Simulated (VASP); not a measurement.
**TiPt5: relaxation of cell and atoms with PBE**

Crystal: TiPt5.

```
Ti Pt
1.0
     0.00000    3.62267    3.62267
     3.62267    0.00000    3.62267
     3.62267    3.62267    0.00000
Ti Pt
1 5
Direct
  0.00000 0.00000 0.00000
  0.25000 0.25000 0.25000
  0.12500 0.62500 0.62500
  0.62500 0.62500 0.62500
  0.62500 0.12500 0.62500
  0.62500 0.62500 0.12500
```

```yaml
Program: VASP 6.6.1
Task: relaxation of cell and atoms
Functional: PBE
Potentials_or_basis: VASP PAW PBE potentials, release 64 (Ti_sv, Pt)
Cutoff: 600 eV
k_mesh: 4 × 4 × 4
Occupations: gaussian, width 0.1 eV
Spin: no spin polarisation
Dipole_correction: no
Further_INCAR_settings: ALGO = Fast; EDIFF = 1e-06; IBRION = 2; EDIFFG = -0.04; NSW = 90; ISIF = 3
```

```
Relaxed volume                         : 16.61 Å³/atom
Relaxed cell                           : a = 5.204 Å, b = 5.204 Å, c = 5.204 Å, α = 60.00°, β = 60.00°, γ = 60.00°
Space group after relaxing (to 0.05 Å) : F-43m (No. 216)
Energy gained by relaxing              : 25.8 meV/atom
Ionic steps                            : 4
Pressure after relaxing                : 0.0 GPa
Band gap on the k mesh                 : zero (band 31 reaches 10.37 eV, above the bottom of band 32 at 9.28 eV)
```

Step by step:
| step | energy change (eV) | largest force (eV/Å) | pressure (GPa) | volume (Å³) |
| --- | --- | --- | --- | --- |
| 1 | 0.0000 | 0.1208 | 11.40 | 95.09 |
| 2 | 0.5951 | 0.1480 | -18.01 | 111.47 |
| 3 | -0.1548 | 0.0110 | -0.39 | 99.84 |
| 4 | -0.1551 | 0.0076 | -0.05 | 99.67 |

Final structure:
```xyz
6
Lattice="0.0000 3.6800 3.6800 3.6800 0.0000 3.6800 3.6800 3.6800 0.0000" Properties=species:S:1:pos:R:3 pbc="T T T"
Ti    0.0000    0.0000    0.0000
Pt    1.8400    1.8400    1.8400
Pt    4.5988    2.7611    2.7611
Pt    4.5988    4.5988    4.5988
Pt    2.7611    4.5988    2.7611
Pt    2.7611    2.7611    4.5988
```

Levels at points of the mesh, in eV from the Fermi level:
```tsv
k point	band 28	band 29	band 30	band 31	band 32	band 33
(0.00, 0.00, 0.00)	0.21	0.21	0.21	0.84	1.08	1.08
(0.50, 0.00, 0.00)	-1.07	-0.97	-0.97	0.57	0.89	0.89
(0.50, 0.50, 0.00)	-0.74	-0.70	-0.70	-0.33	-0.26	1.16
```

Run time: 4.8 min on 1 thread of Intel(R) Xeon(R) Platinum 8559C (Emerald Rapids) (shared host), peak memory 0.3 GiB.

Caveat: the k points lie up to 0.37 Å⁻¹ apart in the final cell; spin-orbit coupling is left out, which moves the levels of the heavy elements.
